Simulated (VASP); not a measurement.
# PtRhSe3: single point with PBE

PtRhSe3:

```
Rh Pt Se
1.0
     4.92176    0.00000    0.00000
     0.00000    4.92176    0.00000
     0.00000    0.00000    4.92176
Rh Pt Se
1 1 3
Direct
  0.00000 0.00000 0.00000
  0.50000 0.50000 0.50000
  0.00000 0.50000 0.50000
  0.50000 0.00000 0.50000
  0.50000 0.50000 0.00000
```

```yaml
Program: VASP 6.6.1
Task: single point
Functional: PBE
Potentials_or_basis: VASP PAW PBE potentials, release 64 (Rh_pv, Pt, Se)
Cutoff: 500 eV
k_mesh: 4 × 4 × 4
Occupations: gaussian, width 0.1 eV
Spin: collinear spin, ferromagnetic start
Starting_moments: "[1.0, 0.0, 0.0, 0.0, 0.0] μB"
```

```
Pressure                                              : 0.0 GPa
Net moment                                            : 2.01 μB per cell
Site moments                                          : Rh +1.38; Pt +0.01; Se +0.13 μB
Valence electrons inside the program's atomic spheres : Rh 13.31; Pt 9.51; Se 3.72
```

Levels at points of the mesh, in eV from the Fermi level:
Spin up:
```tsv
k point	band 18	band 19	band 20	band 21	band 22	band 23	band 24	band 25	band 26	band 27
(0.00, 0.00, 0.00)	-1.36	-1.36	-1.11	-1.11	-1.11	-0.51	-0.51	-0.51	0.05	2.36
(0.50, 0.00, 0.00)	-1.39	-1.30	-0.41	-0.31	-0.31	-0.30	-0.06	-0.06	3.15	4.16
(0.50, 0.50, 0.00)	-1.54	-1.40	-1.16	-0.89	0.36	0.36	0.60	3.16	4.66	4.79
(0.50, 0.50, 0.50)	-1.01	-1.01	-1.01	0.40	0.40	0.40	0.51	4.72	4.72	6.25
```
Spin down:
| k point | band 17 | band 18 | band 19 | band 20 | band 21 | band 22 | band 23 | band 24 |
| --- | --- | --- | --- | --- | --- | --- | --- | --- |
| (0.00, 0.00, 0.00) | -0.92 | -0.49 | -0.49 | -0.45 | -0.45 | -0.45 | -0.37 | -0.37 |
| (0.50, 0.00, 0.00) | -1.06 | -0.47 | -0.36 | -0.35 | -0.18 | -0.18 | 0.42 | 0.52 |
| (0.50, 0.50, 0.00) | -0.96 | -0.96 | -0.55 | -0.33 | -0.18 | 0.82 | 0.82 | 0.93 |
| (0.50, 0.50, 0.50) | -0.40 | -0.40 | -0.31 | -0.31 | 0.61 | 0.61 | 0.61 | 0.78 |

Run time: 70 s on 1 thread of Intel(R) Xeon(R) Platinum 8259CL CPU @ 2.50GHz (Skylake/Cascade Lake), on a shared host, peak memory 0.27 GiB.

Caveat: spin-orbit coupling is left out, which moves the levels of the heavy elements.
